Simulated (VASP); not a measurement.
NaCa:

```
Na Ca
1.0
     1.62628    0.93893    5.18001
    -1.62628    0.93893    5.18001
     0.00000   -1.87787    5.18001
Na Ca
1 1
Direct
  0.00000 0.00000 0.00000
  0.50000 0.50000 0.50000
```

| Quantity | Value |
| --- | --- |
| Program | VASP 6.6.1 |
| Task | relaxation of cell and atoms |
| Functional | PBE |
| Potentials or basis | VASP PAW PBE potentials, release 64 (Na_pv, Ca_sv) |
| Cutoff | 500 eV |
| k mesh | 6 × 6 × 6 |
| Occupations | gaussian, width 0.1 eV |
| Spin | no spin polarisation |

At the start: pressure 15.6 GPa; volume 23.73 Å³/atom.

Task: How do energy, volume and symmetry change on relaxing?

Result: Over 7 steps the energy falls by 562.2 meV/atom and the volume is 40.55 Å³/atom (+70.9 %); space group R-3m (No. 166, to 0.05 Å).

Step by step:
```csv
step,energy change (eV),largest force (eV/Å),pressure (GPa),volume (Å³)
1,0.0000,0.0000,15.64,47.46
2,-0.9575,0.0000,3.83,65.21
3,-1.1039,0.0000,0.92,75.70
4,-1.1179,0.0000,0.13,80.06
5,-1.1182,0.0000,0.00,80.91
6,-1.1219,0.0000,0.01,80.98
7,-1.1243,0.0000,0.03,81.11
```

Final structure:
```
Na Ca
1.0
     1.91220    1.10401    6.40323
    -1.91220    1.10401    6.40323
     0.00000   -2.20802    6.40323
Na Ca
1 1
Cartesian
  0.0000 0.0000 0.0000
  0.0000 0.0000 9.6048
```

Caveat: the k points lie up to 0.32 Å⁻¹ apart in the final cell; the volume moved by over 15 % at a fixed basis, so the end points are rough.
